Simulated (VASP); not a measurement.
# Ge: single point with PBE

Crystal: Ge.

```
Ge
1.0
     0.00000    2.83687    2.83687
     2.83687    0.00000    2.83687
     2.83687    2.83687    0.00000
Ge
2
Cartesian
  0.0000 0.0000 0.0000
  1.4184 1.4184 1.4184
```

```json
{"Program": "VASP 6.6.1", "Task": "single point", "Functional": "PBE", "Potentials or basis": "VASP PAW PBE potentials, release 64 (Ge_d)", "Cutoff": "500 eV", "k mesh": "4 × 4 × 4", "Occupations": "fermi-dirac, width 0.02 eV", "Spin": "no spin polarisation"}
```

```
Pressure               : 3.8 GPa
Band gap on the k mesh : zero (filled and empty bands touch)
```

Levels at points of the mesh, in eV from the Fermi level:
| k point | band 11 | band 12 | band 13 | band 14 | band 15 | band 16 | band 17 | band 18 |
| --- | --- | --- | --- | --- | --- | --- | --- | --- |
| (0.00, 0.00, 0.00) | -12.73 | -0.05 | -0.02 | -0.02 | -0.02 | 2.52 | 2.52 | 2.52 |
| (0.50, 0.00, 0.00) | -10.66 | -7.58 | -1.41 | -1.41 | 0.14 | 3.71 | 3.71 | 7.11 |
| (0.50, 0.50, 0.00) | -8.87 | -8.87 | -3.07 | -3.07 | 0.74 | 0.74 | 9.42 | 9.42 |

It took 19 s on 1 thread of Intel Xeon 8259CL (shared host), peak memory 0.16 GiB.

Caveat: the k points lie up to 0.48 Å⁻¹ apart.
